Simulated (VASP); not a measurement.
# Fe (Fmmm) in VASP: single point with PBEsol

Aim: the single point of Fe with PBEsol.

All numbers are computed with VASP 6.6.1; they aren't measurements. Logs are shortened: lines on timing, memory, paths and dates and some standing lists are left out, and cuts for length are marked.

### Step 1. The cell of the first run

It takes space group Fmmm (No. 69, orthorhombic). The conventional cell has a = 2.997 Å, b = 3.883 Å, c = 3.930 Å, α = 90.00°, β = 90.00°, γ = 90.00°. Fe (site symmetry mmm) has 14 Fe at 2.45 to 3.00 Å within 3.2 Å.

### Step 2. Single point, PBEsol

File INCAR:

```
PREC = Accurate
ENCUT = 690
EDIFF = 1E-6
ISMEAR = -1
SIGMA = 0.15
LREAL = False
LASPH = True
NELM = 120
ALGO = Normal
ISIF = 2
LWAVE = False
LCHARG = False
GGA = PS
NBANDS = 23
GGA_COMPAT = False
```

File KPOINTS:

```
regular mesh
0
Gamma
  13 13 7
```

File POSCAR:

```
Fe
1.0
    0.0000000000      1.9417400000      1.9651050000
    1.4984400000      0.0000000000      1.9651050000
    2.9968790000      3.8834790000      0.0000000000
Fe
2
Direct
    0.0000000000      0.0000000000      0.0000000000
    0.0000000000      0.0000000000      0.5000000000
```

Potentials or basis: VASP PAW PBE potentials, release 64 (Fe_sv).

Command:

```sh
$ cat potpaw_PBE.64/Fe_sv/POTCAR > POTCAR
$ mpirun -np 1 vasp_std > vasp.out
```

OUTCAR:

```text
PREC = Accurate
   ENCUT = 690
   EDIFF = 1E-6
   ISMEAR = -1
   LREAL = False
   LASPH = True
   NELM = 120
   ISIF = 2
   GGA = PS

 ion  position               nearest neighbor table
   1  0.000  0.000  0.000-   2 2.45   2 2.45   2 2.47   2 2.47
   2  0.000  0.000  0.500-   1 2.45   1 2.45   1 2.47   1 2.47

  Warning from LATTYP: Got some problem with cell dimensions!
  Tried to take original basis but could not verify dimensions!
  LATTYP: Found a triclinic cell.
 ALAT       =     2.4526876404
 B/A-ratio  =     1.1263586730
 C/A-ratio  =     1.6618252059
 COS(alpha) =     0.0081068973
 COS(beta)  =     0.0720507011
 COS(gamma) =     0.5564433567

  Lattice vectors:

 A1 = (   1.4984400000,  -1.9417400000,   0.0000000000)
 A2 = (   0.0000000000,  -1.9417400000,  -1.9651050000)
 A3 = (   2.9968790000,   1.9417390000,  -1.9651050000)

Analysis of symmetry for initial positions (statically):
=====================================================================
 Subroutine PRICEL returns following result:

  LATTYP: Found a face centered orthorhombic cell.
 ALAT       =     2.9968795000
 B/A-ratio  =     1.2958410573
 C/A-ratio  =     1.3114341100

  Lattice vectors:

 A1 = (   0.0000000000,   1.9417400000,   1.9651050000)
 A2 = (   1.4984400000,   0.0000000000,   1.9651050000)
 A3 = (   1.4984395000,   1.9417395000,   0.0000000000)

   2 primitive cells build up your supercell.

 Routine SETGRP: Setting up the symmetry group for a
 triclinic supercell.

 Subroutine GETGRP returns: Found  2 space group operations
 (whereof  2 operations were pure point group operations)
 out of a pool of  2 trial point group operations.

The static configuration has the point symmetry S_2 .

Analysis of symmetry for dynamics (positions and initial velocities):
=====================================================================
 Subroutine PRICEL returns following result:

  LATTYP: Found a face centered orthorhombic cell.
 ALAT       =     2.9968795000
 B/A-ratio  =     1.2958410573
 C/A-ratio  =     1.3114341100

  Lattice vectors:

 A1 = (   0.0000000000,   1.9417400000,   1.9651050000)
 A2 = (   1.4984400000,   0.0000000000,   1.9651050000)
 A3 = (   1.4984395000,   1.9417395000,   0.0000000000)

   2 primitive cells build up your supercell.

 Routine SETGRP: Setting up the symmetry group for a
 triclinic supercell.

 Subroutine GETGRP returns: Found  2 space group operations
 (whereof  2 operations were pure point group operations)
 out of a pool of  2 trial point group operations.

The dynamic configuration has the point symmetry S_2 .

 Subroutine INISYM returns: Found  2 space group operations
 (whereof  2 operations are pure point group operations),
 and found     2 'primitive' translations

----------------------------------------------------------------------------------------

                                     Primitive cell

  volume of cell :      11.4353

  direct lattice vectors                    reciprocal lattice vectors
     0.000000000  1.941740000  1.965105000    -0.333680374  0.257500994  0.254439340
     1.498440000  0.000000000  1.965105000     0.333680374 -0.257500994  0.254439321
     1.498439500  1.941739500  0.000000000     0.333680460  0.257501080 -0.254439405

  length of vectors
     2.762605996  2.471226435  2.452686939     0.492329901  0.492329891  0.492330038

  position of ions in fractional coordinates (direct lattice)
     0.000000000  0.000000000  0.000000000

  ion indices of the primitive-cell ions
   primitive index   ion index
                 1           1

----------------------------------------------------------------------------------------

 KPOINTS: regular mesh

Automatic generation of k-mesh.
 Grid dimensions read from file:
 generate k-points for:   13   13    7

 Generating k-lattice:

  Cartesian coordinates                     Fractional coordinates (reciprocal lattice)
    -0.025667721  0.019807769  0.019572257     0.076923077  0.000000000  0.000000000
     0.025667721 -0.019807769  0.019572255     0.000000000  0.076923077  0.000000000
     0.023834319  0.018392934 -0.018174243     0.000000000 -0.000000000  0.142857143

  Length of vectors
     0.037871531  0.037871530  0.035166431

  Shift w.r.t. Gamma in fractional coordinates (k-lattice)
     0.000000000  0.000000000  0.000000000

 Subroutine IBZKPT returns following result:
 ===========================================

 Found    592 irreducible k-points:

 Following reciprocal coordinates:
            Coordinates               Weight
  0.000000  0.000000  0.000000      1.000000
  0.076923  0.000000  0.000000      2.000000
  0.153846 -0.000000  0.000000      2.000000
  0.230769  0.000000  0.000000      2.000000
  0.307692 -0.000000  0.000000      2.000000
  0.384615  0.000000  0.000000      2.000000
[... 16 lines left out ...]
  0.153846  0.153846  0.000000      2.000000
  0.230769  0.153846  0.000000      2.000000
 [... further k-points ...]
   k-points           NKPTS =    592   k-points in BZ     NKDIM =    592   number of bands    NBANDS=     23
   number of dos      NEDOS =    301   number of ions     NIONS =      2
   total plane-waves  NPLWV =  24192
   dimension x,y,z NGX =    24 NGY =   24 NGZ =   42
   dimension x,y,z NGXF=    48 NGYF=   48 NGZF=   84
   ions per type =               2
   NGX,Y,Z   is equivalent  to a cutoff of  14.44, 16.15, 14.23 a.u.
   NGXF,Y,Z  is equivalent  to a cutoff of  28.89, 32.29, 28.47 a.u.
 SYSTEM =  unknown system
   PREC   = accura    normal or accurate (medium, high low for compatibility)
   ISTART =      0    job   : 0-new  1-cont  2-samecut
   ICHARG =      2    charge: 1-file 2-atom 10-const
   ISPIN  =      1    spin polarized calculation?
   LNONCOLLINEAR =      F non collinear calculations
   LSORBIT =      F    spin-orbit coupling
   LASPH  =      T    aspherical Exc in radial PAW
   ENCUT  =  690.0 eV  50.71 Ry    7.12 a.u.   5.92  5.29 10.51*2*pi/ulx,y,z
   NELM   =    120;   NELMIN=  2; NELMDL= -5     # of ELM steps
   EDIFF  = 0.1E-05   stopping-criterion for ELM
   LREAL  =      F    real-space projection
[... 7 lines left out ...]
   TEBEG  =    0.0;   TEEND  =   0.0 temperature during run
   PSTRESS=    0.0 pullay stress
   NELECT =      32.0000    total number of electrons
   NUPDOWN=      -1.0000    fix difference up-down
   EMIN   =  10.00;   EMAX   =-10.00  energy-range for DOS
   EFERMI =   0.00;   METHOD = LEGACY
   ISMEAR =    -1;   SIGMA  =   0.15  broadening in eV -4-tet -1-fermi 0-gaus
   EFERMI_NEDOS =   21; number of points for ismear=-14 and -15
   IALGO  =     38    algorithm
   IMIX   =      4    mixing-type and parameters
     AMIX     =   0.40;   BMIX     =  1.00
     AMIX_MAG =   1.60;   BMIX_MAG =  1.00
  volume/ion in A,a.u.               =      11.44        77.17
  Fermi-wavevector in a.u.,A,eV,Ry     =   1.831047  3.460177 45.616699  3.352733
  Thomas-Fermi vector in A             =   2.885384
   LORBIT       =      0    0 simple, 1 ext, 2 COOP (PROOUT), +10 PAW based schemes
   GGA     = PS    functional components
   LHFCALC =     F    Hartree Fock is set to
   AEXX    =    0.0000 exact exchange contribution
   IVDW    =     0    specifies the selected vdW correction
   LEPSILON=     F    determine dielectric tensor
   LRPA    =     F    only Hartree local field effects (RPA)
 non-spin polarized calculation
  energy-cutoff  :      690.00
  volume of cell :       22.87
 maximum number of plane-waves:       955
   NGX = 11   NGY = 11   NGZ = 21

 number of electron      31.9999995 magnetization

 Free energy of the ion-electron system (eV)
  ---------------------------------------------------
  ext. energy  EPLUGINS =         0.00000000
  ---------------------------------------------------
  free energy    TOTEN  =       -17.32494946 eV

  energy without entropy =      -16.88478242  energy(sigma->0) =      -17.10486594

 E-fermi :  11.8919     XC(G=0): -13.8949

 val. band max:       11.8911243047   @ k =   0.4615   0.3077   0.2857
 cond. band min:      11.8919302703   @ k =  -0.3077   0.3846   0.2857
 fundamental gap:      0.0008059657
 Fermi energy:        11.8918676785

 k-point     1 :       0.0000    0.0000    0.0000
  band No.  band energies     occupation
      1     -74.9203      2.00000
      2     -74.8414      2.00000
      3     -41.2793      2.00000
      4     -40.9839      2.00000
      5     -40.8563      2.00000
      6     -40.8544      2.00000
[... 15 lines left out ...]
     22      30.4164      0.00000
     23      32.8540      0.00000

 k-point     2 :       0.0769    0.0000    0.0000
  band No.  band energies     occupation
      1     -74.9158      2.00000
      2     -74.8409      2.00000
      3     -41.2670      2.00000
      4     -40.9887      2.00000
      5     -40.8771      2.00000
      6     -40.8629      2.00000
[... 15 lines left out ...]
     22      29.6962      0.00000
     23      31.9574      0.00000

 k-point     3 :       0.1538   -0.0000    0.0000
  band No.  band energies     occupation
      1     -74.9033      2.00000
      2     -74.8396      2.00000
      3     -41.2367      2.00000
      4     -41.0042      2.00000
      5     -40.9454      2.00000
      6     -40.8850      2.00000
[... 15 lines left out ...]
     22      27.4690      0.00000
     23      31.4758      0.00000

 k-point     4 :       0.2308    0.0000    0.0000
  band No.  band energies     occupation
      1     -74.8857      2.00000
      2     -74.8377      2.00000
      3     -41.2101      2.00000
      4     -41.0417      2.00000
      5     -41.0246      2.00000
      6     -40.9123      2.00000
[... 15 lines left out ...]
     22      25.0145      0.00000
     23      28.1396      0.00000

 k-point     5 :       0.3077   -0.0000    0.0000
  band No.  band energies     occupation
      1     -74.8669      2.00000
      2     -74.8356      2.00000
      3     -41.2182      2.00000
      4     -41.1431      2.00000
      5     -41.0283      2.00000
      6     -40.9428      2.00000
[... 15 lines left out ...]
     22      24.4441      0.00000
     23      24.7636      0.00000

 k-point     6 :       0.3846    0.0000    0.0000
  band No.  band energies     occupation
      1     -74.8514      2.00000
      2     -74.8340      2.00000
      3     -41.2516      2.00000
      4     -41.2265      2.00000
      5     -41.0196      2.00000
      6     -40.9681      2.00000
[... 15 lines left out ...]
     22      21.7594      0.00000
     23      26.7705      0.00000

 k-point     7 :       0.4615   -0.0000    0.0000
  band No.  band energies     occupation
      1     -74.8425      2.00000
      2     -74.8330      2.00000
      3     -41.2765      2.00000
      4     -41.2732      2.00000
      5     -41.0147      2.00000
      6     -40.9822      2.00000
[... 353 lines left out ...]
     22      28.4241      0.00000
     23      32.0447      0.00000

 k-point    21 :       0.0000    0.1538    0.0000
  band No.  band energies     occupation
      1     -74.9033      2.00000
      2     -74.8288      2.00000
      3     -41.2543      2.00000
      4     -41.0160      2.00000
      5     -40.9454      2.00000
      6     -40.9183      2.00000
[... 15 lines left out ...]
     22      29.1560      0.00000
     23      30.1371      0.00000

 k-point    22 :       0.0769    0.1538   -0.0000
  band No.  band energies     occupation
      1     -74.9071      2.00000
      2     -74.8355      2.00000
      3     -41.2521      2.00000
      4     -41.0095      2.00000
      5     -40.9248      2.00000
      6     -40.8861      2.00000
[... 15 lines left out ...]
     22      27.9837      0.00000
     23      32.3731      0.00000

 k-point    23 :       0.1538    0.1538    0.0000
  band No.  band energies     occupation
      1     -74.9029      2.00000
      2     -74.8414      2.00000
      3     -41.2316      2.00000
      4     -41.0071      2.00000
      5     -40.9458      2.00000
      6     -40.8803      2.00000
[... 15 lines left out ...]
     22      26.8515      0.00000
     23      32.2266      0.00000

 k-point    24 :       0.2308    0.1538    0.0000
  band No.  band energies     occupation
      1     -74.8916      2.00000
      2     -74.8451      2.00000
      3     -41.2069      2.00000
      4     -41.0024      2.00000
      5     -40.9947      2.00000
      6     -40.8944      2.00000
[... 15 lines left out ...]
     22      26.0559      0.00000
     23      29.6597      0.00000

 [... further k-points ...]

------------------------ aborting loop because EDIFF is reached ----------------------------------------

  FORCE on cell =-STRESS in cart. coord.  units (eV):
  Direction    XX          YY          ZZ          XY          YZ          ZX
  --------------------------------------------------------------------------------------
  -------------------------------------------------------------------------------------
  Total       -2.4886876     -4.6505446     -5.0070561     -0.0032503      0.0016627     -0.0006708
  in kB     -174.3431594   -325.7904438   -350.7655912     -0.2276979      0.1164763     -0.0469895
  external PRESSURE =    -283.6330648 kB  Pullay stress =       0.0000000 kB

 VOLUME and BASIS-vectors are now :
 -----------------------------------------------------------------------------
  energy-cutoff  :      690.00
  volume of cell :       22.87
      direct lattice vectors                 reciprocal lattice vectors
     0.000000000  1.941740000  1.965105000    -0.333680374  0.257500994  0.254439340
     1.498440000  0.000000000  1.965105000     0.333680374 -0.257500994  0.254439321
     2.996879000  3.883479000  0.000000000     0.166840230  0.128750540 -0.127219703

 POSITION                                       TOTAL-FORCE (eV/Angst)
 -----------------------------------------------------------------------------------
      0.00000      0.00000      0.00000        -0.000000      0.000000      0.000000
      1.49844      1.94174      0.00000         0.000000     -0.000000      0.000000
 -----------------------------------------------------------------------------------
    total drift:                                0.000000      0.000000      0.000000

  FREE ENERGIE OF THE ION-ELECTRON SYSTEM (eV)
  ---------------------------------------------------
  free  energy   TOTEN  =       -17.3249494562 eV

  energy  without entropy=      -16.8847824174  energy(sigma->0) =      -17.10486594
```

Wall time 4.7 min (1 thread of Intel Xeon Platinum 8488C (Sapphire Rapids), shared host); peak memory 0.45 GiB.

Results:

```
Free energy            : -17.3249 eV
Pressure               : -28.4 GPa
Band gap on the k mesh : zero (bands 16 and 17 overlap by 1.63 eV)
```

Stress tensor (GPa, compression positive):
```
-17.43  -0.02   0.00
 -0.02 -32.58   0.01
  0.00   0.01 -35.08
```

Caveat: the stress differs along the axes, from -35 to -17 GPa; the PAW data sets were made with another functional, which shifts forces and pressure a little; the run has no spin polarisation, though such a crystal can be magnetic. Spin polarisation is off, so any magnetic state and its effect on volume and gap are missing.
